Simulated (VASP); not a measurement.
**Hf16H2O: single point with PBE+D3(BJ)**

System: Hf16H2O, a slab with vacuum.

```
Hf O H
1.0
     6.33970    0.00000    0.00000
    -3.16985    5.49034    0.00000
     0.00000    0.00000   26.18304
Hf O H
16 1 2
Direct
  0.33333 0.16667 0.30554
  0.33333 0.66667 0.30554
  0.83333 0.16667 0.30554
  0.83333 0.66667 0.30554
  0.16667 0.33333 0.40140
  0.16667 0.83333 0.40140
  0.66667 0.33333 0.40140
  0.66667 0.83333 0.40140
  0.33303 0.16600 0.49906
  0.33687 0.66789 0.50150
  0.83056 0.16139 0.50095
  0.83123 0.66804 0.50133
  0.16645 0.32774 0.59097
  0.16985 0.83847 0.59131
  0.66235 0.32891 0.59083
  0.66922 0.83318 0.60146
  0.63361 0.83033 0.68919
  0.45983 0.70639 0.69334
  0.64171 0.98824 0.69484
```

| Property | Result |
| --- | --- |
| Program | VASP 6.6.1 |
| Task | single point |
| Functional | PBE |
| Dispersion | D3(BJ) |
| Potentials or basis | VASP PAW PBE potentials, release 64 (Hf_pv, O, H) |
| Cutoff | 520 eV |
| k mesh | 4 × 4 × 1 |
| Occupations | gaussian, width 0.1 eV |
| Spin | no spin polarisation |

```yaml
Largest_force: 0.711 eV/Å
Band_gap_on_the_k_mesh: zero (bands 84 and 85 overlap by 0.79 eV)
Dispersion_energy_per_atom: -0.291 eV
```

Forces in eV/Å, atoms in the order of the input:
```
Hf  -0.001  0.007  0.629
Hf   0.003 -0.010  0.638
Hf   0.003  0.006  0.630
Hf  -0.005 -0.007  0.630
Hf  -0.049  0.043 -0.708
Hf   0.012 -0.067 -0.682
Hf   0.048  0.030 -0.706
Hf  -0.010 -0.011 -0.343
Hf  -0.001 -0.007  0.022
Hf  -0.012 -0.002  0.025
Hf  -0.001  0.013  0.034
Hf   0.020 -0.006  0.011
Hf   0.025  0.007 -0.042
Hf   0.004  0.015 -0.051
Hf  -0.030 -0.002 -0.050
Hf  -0.013  0.004  0.050
O    0.028 -0.001 -0.109
H   -0.029 -0.080  0.013
H    0.009  0.071  0.010
```

Levels at points of the mesh, in eV from the Fermi level:
```
           k point  band 83  band 84  band 85  band 86  band 87  band 88  band 89  band 90  band 91  band 92
(0.00, 0.00, 0.00)     0.39     0.57     0.60     0.63     0.70     1.07     1.09     1.20     1.20     1.21
(0.50, 0.00, 0.00)    -0.42    -0.34    -0.22    -0.14    -0.01     0.02     0.24     0.27     0.28     0.34
(0.00, 0.50, 0.00)    -0.41    -0.33    -0.21    -0.15    -0.03     0.03     0.23     0.26     0.28     0.35
(0.50, 0.50, 0.00)    -0.42    -0.35    -0.20    -0.15    -0.02     0.02     0.23     0.26     0.28     0.34
```

Run time: 70 min on 1 thread of Intel(R) Xeon(R) 6975P-C (Granite Rapids) (shared host), peak memory 1.2 GiB.

Caveat: spin-orbit coupling is left out, which moves the levels of the heavy elements.
